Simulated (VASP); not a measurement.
Input of a VASP 6.6.1 run:

The input POSCAR:

```
Ga
1.0
   -1.6532302861      1.6532302861      1.6532302861
    1.6532302861     -1.6532302861      1.6532302861
    1.6532302861      1.6532302861     -1.6532302861
Ga
1
Direct
    0.0000000000      0.0000000000      0.0000000000
```

The input INCAR.step1:

```
PREC = Accurate
ENCUT = 520
ISMEAR = 0
SIGMA = 0.05
LREAL = False
LASPH = True
NELM = 100
NBANDS = 12
GGA = PE
ALGO = Normal
EDIFF = 1E-4
LWAVE = True
LCHARG = False
```

The input INCAR.step2:

```
PREC = Accurate
ENCUT = 520
EDIFF = 1E-6
ISMEAR = 0
SIGMA = 0.05
LREAL = False
LASPH = True
NELM = 100
ALGO = Normal
ISIF = 2
LWAVE = False
LCHARG = False
METAGGA = R2SCAN
LMIXTAU = True
NBANDS = 12
ISTART = 1
```

KPOINTS

```
regular mesh
0
Gamma
  18 18 18
```

Potentials or basis: VASP PAW PBE potentials, release 64 (Ga_d).

Launch:

```console
$ cat potpaw_PBE.64/Ga_d/POTCAR > POTCAR
$ cp INCAR.step1 INCAR
$ mpirun -np 1 vasp_std > vasp.out
$ cp INCAR.step2 INCAR
$ mpirun -np 1 vasp_std > vasp.out
```

Predict the pressure.

0.3 GPa.

Caveat: the PAW data sets were made with another functional, which shifts forces and pressure a little.
